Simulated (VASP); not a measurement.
## Hf3Ta: single point with LDA

The system is Hf3Ta, a slab with vacuum.

```
CELL_PARAMETERS angstrom
3.11737 0.00000 0.00000
-1.55869 2.69972 0.00000
0.00000 0.00000 23.42440
ATOMIC_POSITIONS crystal
Hf 0.83333 0.16667 0.34580
Hf 0.83333 0.16667 0.55522
Hf 0.16667 0.83333 0.65420
Ta 0.16667 0.83333 0.44478
```

```
Program                : VASP 6.6.1
Task                   : single point
Functional             : LDA
Potentials or basis    : VASP PAW LDA potentials, release 64 (Hf_pv, Ta_pv)
Cutoff                 : 520 eV
k mesh                 : 15 × 15 × 1
Occupations            : fermi-dirac, width 0.1 eV
Spin                   : no spin polarisation
Dipole correction      : yes
Further INCAR settings : ALGO = Normal; EDIFF = 1e-06; NBANDS = 28
```

```yaml
Largest_force: 0.677 eV/Å
Band_gap_on_the_k_mesh: zero (an odd number of electrons rules out a gap without spin polarisation)
```

Forces on the atoms (eV/Å):
```
Hf   0.000  0.000  0.484
Hf   0.000  0.000 -0.677
Hf   0.000  0.000  0.057
Ta   0.000  0.000  0.136
```

Levels at points of the mesh, in eV from the Fermi level:
```tsv
k point	band 17	band 18	band 19	band 20	band 21	band 22	band 23	band 24	band 25	band 26
(0.00, 0.00, 0.00)	-0.60	-0.09	0.23	0.23	0.38	0.79	0.79	0.83	1.16	1.16
```

Wall time 7 min on 1 thread of AMD EPYC 7R13 Processor (Zen 3), on a shared host, peak memory 0.31 GiB.

Caveat: spin-orbit coupling is left out, which moves the levels of the heavy elements.
